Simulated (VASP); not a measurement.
Write the native input for VASP 6.6.1 that does the following.

```
Task                   : single point
Functional             : PBE
Potentials or basis    : VASP PAW PBE potentials, release 64 (S)
Cutoff                 : 520 eV
k mesh                 : 16 × 16 × 16
Occupations            : fermi-dirac, width 0.08 eV
Spin                   : no spin polarisation
Dipole correction      : no
Further INCAR settings : ALGO = Normal; EDIFF = 1e-06; NBANDS = 9
```

The structure of S lies in POSCAR:

```
S
1.0
    0.0000000000      1.8897067073      1.8897067073
    1.8897067073      0.0000000000      1.8897067073
    1.8897067073      1.8897067073      0.0000000000
S
1
Direct
    0.0000000000      0.0000000000      0.0000000000
```

This cell differs from its parent crystal: volume scaled by 0.85.

One way to write it, as run:

INCAR

```
SYSTEM = S
PREC = Accurate
ENCUT = 520
EDIFF = 1E-6
ISMEAR = -1
SIGMA = 0.08
LREAL = .False.
LASPH = .True.
NELM = 60
ALGO = Normal
ISIF = 2
LWAVE = .False.
LCHARG = .False.
GGA = PE
NBANDS = 9
```

KPOINTS

```
regular mesh
0
Gamma
  16 16 16
  0 0 0
```

Potentials or basis: VASP PAW PBE potentials, release 64 (S).

Command:

```console
$ cat potpaw_PBE.64/S/POTCAR > POTCAR
$ mpirun -np 1 vasp_std > vasp.out
```

Results of the run:

The pressure is 17.8 GPa and the band gap on the k mesh is zero (band 3 reaches 14.07 eV, above the bottom of band 4 at 6.60 eV).

It took 9.2 s on 1 thread of Intel Xeon 6975P-C, on a shared host, peak memory 0.13 GiB.
